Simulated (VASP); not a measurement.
# Hg (I4/mmm) in VASP: single point with PBEsol

Aim: the single point of Hg with PBEsol.

All numbers are computed with VASP 6.6.1; they aren't measurements. Logs are shortened: lines on timing, memory, paths and dates and some standing lists are left out, and cuts for length are marked.

### Step 1. The cell of the first run

Symmetry: I4/mmm, No. 139, tetragonal system. The conventional cell has a = 3.705 Å, b = 3.705 Å, c = 3.479 Å, α = 90.00°, β = 90.00°, γ = 90.00°. Hg (site symmetry 4/mmm) has 14 Hg at 3.14 to 3.70 Å within 4.1 Å.

### Step 2. Single point, PBEsol

Input file INCAR:

```
SYSTEM = Hg
PREC = Accurate ; ENCUT = 520
EDIFF = 1E-6 ; ISMEAR = 0
SIGMA = 0.1 ; LREAL = .FALSE.
LASPH = .TRUE. ; NELM = 60
ALGO = Fast ; ISIF = 2
LWAVE = .FALSE. ; LCHARG = .TRUE.
GGA = PS ; LELF = .TRUE.
LVHAR = .TRUE. ; NBANDS = 32
```

Input file KPOINTS:

```
regular mesh
0
G
  12 12 12
  0 0 0
```

Input file POSCAR:

```
Hg
1.0
   -2.6195175605      2.6195175605      3.4793166579
    2.6195175605     -2.6195175605      3.4793166579
    2.6195175605      2.6195175605     -3.4793166579
Hg
4
Direct
    0.8750000000      0.3750000000      1.0000000000
    0.3750000000      0.8750000000      0.0000000000
    0.6250000000      0.6250000000      0.5000000000
    0.1250000000      0.1250000000      0.5000000000
```

Potentials or basis: VASP PAW PBE potentials, release 64 (Hg).

Launch:

```console
cat potpaw_PBE.64/Hg/POTCAR > POTCAR
mpirun -np 1 vasp_std > vasp.out
```

OUTCAR:

```text
SYSTEM = Hg
   PREC = Accurate
   ENCUT = 520
   EDIFF = 1E-6
   ISMEAR = 0
   LREAL = .FALSE.
   LASPH = .TRUE.
   NELM = 60
   ISIF = 2
   GGA = PS

 ion  position               nearest neighbor table
   1  0.875  0.375  0.000-   3 3.14   4 3.14   3 3.14   4 3.14   3 3.14   4 3.14   3 3.14   4 3.14
                             2 3.48   2 3.48   2 3.70   2 3.70   2 3.70   2 3.70
   2  0.375  0.875  0.000-   4 3.14   3 3.14   4 3.14   3 3.14   3 3.14   4 3.14   3 3.14   4 3.14
                             1 3.48   1 3.48   1 3.70   1 3.70   1 3.70   1 3.70
   3  0.625  0.625  0.500-   2 3.14   1 3.14   2 3.14   1 3.14   1 3.14   2 3.14   1 3.14   2 3.14
                             4 3.48   4 3.48   4 3.70   4 3.70   4 3.70   4 3.70
   4  0.125  0.125  0.500-   1 3.14   2 3.14   1 3.14   2 3.14   1 3.14   2 3.14   1 3.14   2 3.14
                             3 3.48   3 3.48   3 3.70   3 3.70   3 3.70   3 3.70

  LATTYP: Found a body centered tetragonal cell.
 ALAT       =     5.2390351210
 C/A-ratio  =     1.3282280334

  Lattice vectors:

 A1 = (  -2.6195175605,   2.6195175605,   3.4793166579)
 A2 = (   2.6195175605,  -2.6195175605,   3.4793166579)
 A3 = (   2.6195175605,   2.6195175605,  -3.4793166579)

Analysis of symmetry for initial positions (statically):
=====================================================================
 Subroutine PRICEL returns following result:

  LATTYP: Found a body centered tetragonal cell.
 ALAT       =     3.7045572609
 C/A-ratio  =     0.9391990494

  Lattice vectors:

 A1 = (   0.0000000000,  -2.6195175605,  -1.7396583289)
 A2 = (  -0.0000000000,   2.6195175605,  -1.7396583290)
 A3 = (   2.6195175605,   0.0000000000,   1.7396583289)

   4 primitive cells build up your supercell.

 Routine SETGRP: Setting up the symmetry group for a
 body centered tetragonal supercell.

 Subroutine GETGRP returns: Found 16 space group operations
 (whereof  8 operations were pure point group operations)
 out of a pool of 16 trial point group operations.

The static configuration has the point symmetry D_2d.
 The point group associated with its full space group is D_4h.

Analysis of symmetry for dynamics (positions and initial velocities):
=====================================================================
 Subroutine PRICEL returns following result:

  LATTYP: Found a body centered tetragonal cell.
 ALAT       =     3.7045572609
 C/A-ratio  =     0.9391990494

  Lattice vectors:

 A1 = (   0.0000000000,  -2.6195175605,  -1.7396583289)
 A2 = (  -0.0000000000,   2.6195175605,  -1.7396583290)
 A3 = (   2.6195175605,   0.0000000000,   1.7396583289)

   4 primitive cells build up your supercell.

 Routine SETGRP: Setting up the symmetry group for a
 body centered tetragonal supercell.

 Subroutine GETGRP returns: Found 16 space group operations
 (whereof  8 operations were pure point group operations)
 out of a pool of 16 trial point group operations.

The dynamic configuration has the point symmetry D_2d.
 The point group associated with its full space group is D_4h.

 Subroutine INISYM returns: Found 16 space group operations
 (whereof  8 operations are pure point group operations),
 and found     4 'primitive' translations

----------------------------------------------------------------------------------------

                                     Primitive cell

  volume of cell :      23.8746

  direct lattice vectors                    reciprocal lattice vectors
     0.000000000 -2.619517561 -1.739658329     0.190874842 -0.190874842 -0.287412759
    -0.000000000  2.619517561 -1.739658329     0.190874842  0.190874842 -0.287412759
     2.619517560  0.000000000  1.739658329     0.381749684  0.000000000  0.000000000

  length of vectors
     3.144564096  3.144564096  3.144564096     0.394300018  0.394300018  0.381749684

  position of ions in fractional coordinates (direct lattice)
     0.250000000  0.750000000  0.500000000

  ion indices of the primitive-cell ions
   primitive index   ion index
                 1           1

----------------------------------------------------------------------------------------

 KPOINTS: regular mesh

Automatic generation of k-mesh.
 Grid dimensions read from file:
 generate k-points for:   12   12   12

 Generating k-lattice:

  Cartesian coordinates                     Fractional coordinates (reciprocal lattice)
     0.000000000  0.015906237  0.011975532     0.083333333 -0.000000000  0.000000000
     0.015906237  0.000000000  0.011975532    -0.000000000  0.083333333  0.000000000
     0.015906237  0.015906237  0.000000000     0.000000000  0.000000000  0.083333333

  Length of vectors
     0.019910342  0.019910342  0.022494816

  Shift w.r.t. Gamma in fractional coordinates (k-lattice)
     0.000000000  0.000000000  0.000000000

 Subroutine IBZKPT returns following result:
 ===========================================

 Found    163 irreducible k-points:

 Following reciprocal coordinates:
            Coordinates               Weight
  0.000000  0.000000  0.000000      1.000000
  0.083333  0.000000 -0.000000      8.000000
  0.166667  0.000000 -0.000000      8.000000
  0.250000  0.000000 -0.000000      8.000000
  0.333333  0.000000 -0.000000      8.000000
  0.416667  0.000000 -0.000000      8.000000
[... 16 lines left out ...]
  0.500000  0.166667 -0.000000     16.000000
 -0.416667  0.166667  0.000000     16.000000
 [... further k-points ...]
   k-points           NKPTS =    163   k-points in BZ     NKDIM =    163   number of bands    NBANDS=     32
   number of dos      NEDOS =    301   number of ions     NIONS =      4
   total plane-waves  NPLWV =  64000
   dimension x,y,z NGX =    40 NGY =   40 NGZ =   40
   dimension x,y,z NGXF=    80 NGYF=   80 NGZF=   80
   ions per type =               4
   NGX,Y,Z   is equivalent  to a cutoff of  13.08, 13.08, 13.08 a.u.
   NGXF,Y,Z  is equivalent  to a cutoff of  26.17, 26.17, 26.17 a.u.
 SYSTEM =  Hg
   PREC   = accura    normal or accurate (medium, high low for compatibility)
   ISTART =      0    job   : 0-new  1-cont  2-samecut
   ICHARG =      2    charge: 1-file 2-atom 10-const
   ISPIN  =      1    spin polarized calculation?
   LNONCOLLINEAR =      F non collinear calculations
   LSORBIT =      F    spin-orbit coupling
   LASPH  =      T    aspherical Exc in radial PAW
   ENCUT  =  520.0 eV  38.22 Ry    6.18 a.u.   9.45  9.45  9.45*2*pi/ulx,y,z
   NELM   =     60;   NELMIN=  2; NELMDL= -5     # of ELM steps
   EDIFF  = 0.1E-05   stopping-criterion for ELM
   LREAL  =      F    real-space projection
   EDIFFG = 0.1E-04   stopping-criterion for IOM
   NSW    =      0    number of steps for IOM
   IBRION =     -1    ionic relax: 0-MD 1-quasi-New 2-CG
   NFREE  =      0    steps in history (QN), initial steepest desc. (CG)
   ISIF   =      2    stress and relaxation
   ISYM   =      2    0-nonsym 1-usesym 2-fastsym
   POTIM  = 0.5000    time-step for ionic-motion
   TEBEG  =    0.0;   TEEND  =   0.0 temperature during run
   PSTRESS=    0.0 pullay stress
   NELECT =      48.0000    total number of electrons
   NUPDOWN=      -1.0000    fix difference up-down
   EMIN   =  10.00;   EMAX   =-10.00  energy-range for DOS
   EFERMI =   0.00;   METHOD = LEGACY
   ISMEAR =     0;   SIGMA  =   0.10  broadening in eV -4-tet -1-fermi 0-gaus
   EFERMI_NEDOS =   21; number of points for ismear=-14 and -15
   IALGO  =     68    algorithm
   IMIX   =      4    mixing-type and parameters
     AMIX     =   0.40;   BMIX     =  1.00
     AMIX_MAG =   1.60;   BMIX_MAG =  1.00
  volume/ion in A,a.u.               =      23.87       161.11
  Fermi-wavevector in a.u.,A,eV,Ry     =   1.301636  2.459736 23.051774  1.694258
  Thomas-Fermi vector in A             =   2.432757
   LORBIT       =      0    0 simple, 1 ext, 2 COOP (PROOUT), +10 PAW based schemes
   GGA     = PS    functional components
   LHFCALC =     F    Hartree Fock is set to
   AEXX    =    0.0000 exact exchange contribution
   IVDW    =     0    specifies the selected vdW correction
   LEPSILON=     F    determine dielectric tensor
   LRPA    =     F    only Hartree local field effects (RPA)
 non-spin polarized calculation
 RMM-DIIS sequential band-by-band and
 Gauss-broadening in eV      SIGMA  =   0.10
  energy-cutoff  :      520.00
  volume of cell :       95.50
 maximum number of plane-waves:      2605
 NGX is ok and might be reduce to    40
   NGX = 19   NGY = 19   NGZ = 19

 number of electron      48.0000012 magnetization

 Free energy of the ion-electron system (eV)
  ---------------------------------------------------
  ext. energy  EPLUGINS =         0.00000000
  ---------------------------------------------------
  free energy    TOTEN  =        -2.22243403 eV

  energy without entropy =       -2.21832178  energy(sigma->0) =       -2.22037791

 E-fermi :   2.3713     XC(G=0): -10.9869

 val. band max:        2.3595470111   @ k =  -0.1667  -0.3333   0.0833
 cond. band min:       2.4018996499   @ k =   0.2500   0.1667  -0.0000
 fundamental gap:      0.0423526388
 Fermi energy:         2.3713453391

 k-point     1 :       0.0000    0.0000    0.0000
  band No.  band energies     occupation
      1      -6.5357      2.00000
      2      -5.3053      2.00000
      3      -5.2833      2.00000
      4      -4.6901      2.00000
      5      -4.6118      2.00000
      6      -4.6118      2.00000
[... 24 lines left out ...]
     31       6.0480      0.00000
     32       6.0480      0.00000

 k-point     2 :       0.0833    0.0000   -0.0000
  band No.  band energies     occupation
      1      -6.4654      2.00000
      2      -5.2793      2.00000
      3      -5.2577      2.00000
      4      -4.7904      2.00000
      5      -4.6919      2.00000
      6      -4.6815      2.00000
[... 24 lines left out ...]
     31       6.7594      0.00000
     32       7.3130      0.00000
[... 733 lines left out ...]
     31      10.6575      0.00000
     32      11.2821      0.00000

 k-point    24 :      -0.4167    0.1667    0.0000
  band No.  band energies     occupation
      1      -5.3184      2.00000
      2      -5.1256      2.00000
      3      -5.0614      2.00000
      4      -4.9637      2.00000
      5      -4.9015      2.00000
      6      -4.7788      2.00000
[... 24 lines left out ...]
     31      10.6839      0.00000
     32      10.7037      0.00000

 [... further k-points ...]

------------------------ aborting loop because EDIFF is reached ----------------------------------------

  FORCE on cell =-STRESS in cart. coord.  units (eV):
  Direction    XX          YY          ZZ          XY          YZ          ZX
  --------------------------------------------------------------------------------------
  -------------------------------------------------------------------------------------
  Total        0.2165764      0.2165764      0.2034370      0.0000000      0.0000000     -0.0000000
  in kB        3.6334995      3.6334995      3.4130603      0.0000000      0.0000000     -0.0000000
  external PRESSURE =       3.5600198 kB  Pullay stress =       0.0000000 kB

 VOLUME and BASIS-vectors are now :
 -----------------------------------------------------------------------------
  energy-cutoff  :      520.00
  volume of cell :       95.50
      direct lattice vectors                 reciprocal lattice vectors
    -2.619517560  2.619517560  3.479316658     0.000000000  0.190874842  0.143706379
     2.619517560 -2.619517560  3.479316658     0.190874842  0.000000000  0.143706379
     2.619517560  2.619517560 -3.479316658     0.190874842  0.190874842  0.000000000

 POSITION                                       TOTAL-FORCE (eV/Angst)
 -----------------------------------------------------------------------------------
     -1.30976      1.30976      4.34915        -0.000000      0.000000     -0.000000
      1.30976     -1.30976      4.34915         0.000000     -0.000000      0.000000
      1.30976      1.30976      2.60949         0.000000     -0.000000     -0.000000
      1.30976      1.30976     -0.86983        -0.000000      0.000000      0.000000
 -----------------------------------------------------------------------------------
    total drift:                               -0.000000     -0.000000     -0.000000

  FREE ENERGIE OF THE ION-ELECTRON SYSTEM (eV)
  ---------------------------------------------------
  free  energy   TOTEN  =        -2.2224340332 eV

  energy  without entropy=       -2.2183217804  energy(sigma->0) =       -2.22037791
```

Run time: 4.8 min. Hardware: 1 thread of AMD EPYC 7R13 (Zen 3), shared host; peak memory 0.46 GiB.

What came out:

| Quantity | Value |
| --- | --- |
| Free energy | -2.2224 eV |
| Pressure | 0.4 GPa |
| Band gap on the k mesh | zero (bands 24 and 25 overlap by 4.59 eV) |

Caveat: the PAW data sets were made with another functional, which shifts forces and pressure a little; spin-orbit coupling is left out, which moves the levels of the heavy elements.

The gap in the log of VASP goes by the Fermi energy; the results here count the filled bands.